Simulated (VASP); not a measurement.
## CsH: single point with LDA

Crystal: CsH.

```
CELL_PARAMETERS angstrom
2.86805 2.86805 0.00000
-2.86805 2.86805 0.00000
0.00000 0.00000 5.73610
ATOMIC_POSITIONS crystal
Cs 0.00000 0.00000 0.00000
Cs 0.50000 0.50000 0.50000
H 0.50000 0.50000 0.00000
H 0.00000 0.00000 0.50000
```

| Item | Value |
| --- | --- |
| Program | VASP 6.6.1 |
| Task | single point |
| Functional | LDA |
| Potentials or basis | VASP PAW LDA potentials, release 64 (Cs_sv, H) |
| Cutoff | 520 eV |
| k mesh | 6 × 6 × 6 |
| Occupations | gaussian, width 0.02 eV |
| Spin | no spin polarisation |
| Dipole correction | no |
| Further INCAR settings | ALGO = Normal; EDIFF = 1e-07; NBANDS = 18 |

| Property | Result |
| --- | --- |
| Pressure | 3.2 GPa |
| Band gap on the k mesh | 1.33 eV |

Levels at points of the mesh, in eV from the valence-band top:
```tsv
k point	band 8	band 9	band 10	band 11	band 12	band 13
(0.00, 0.00, 0.00)	-7.86	-2.62	-2.42	1.90	4.74	4.74
(0.50, 0.00, 0.00)	-8.08	-0.75	-0.75	2.69	2.69	3.74
(0.50, 0.50, 0.00)	-8.50	-2.42	-2.42	1.90	1.90	6.72
(0.00, 0.00, 0.50)	-8.19	-1.59	-1.59	2.90	2.90	4.30
(0.50, 0.00, 0.50)	-8.07	0.00	0.00	1.33	1.33	4.18
(0.50, 0.50, 0.50)	-8.67	-1.52	-1.52	3.87	3.87	3.87
```

It took 41 s on 1 thread of Intel(R) Xeon(R) Platinum 8488C (Sapphire Rapids) (shared host), peak memory 0.2 GiB.

Caveat: spin-orbit coupling is left out, which moves the levels of the heavy elements. A k mesh can miss the band edges.
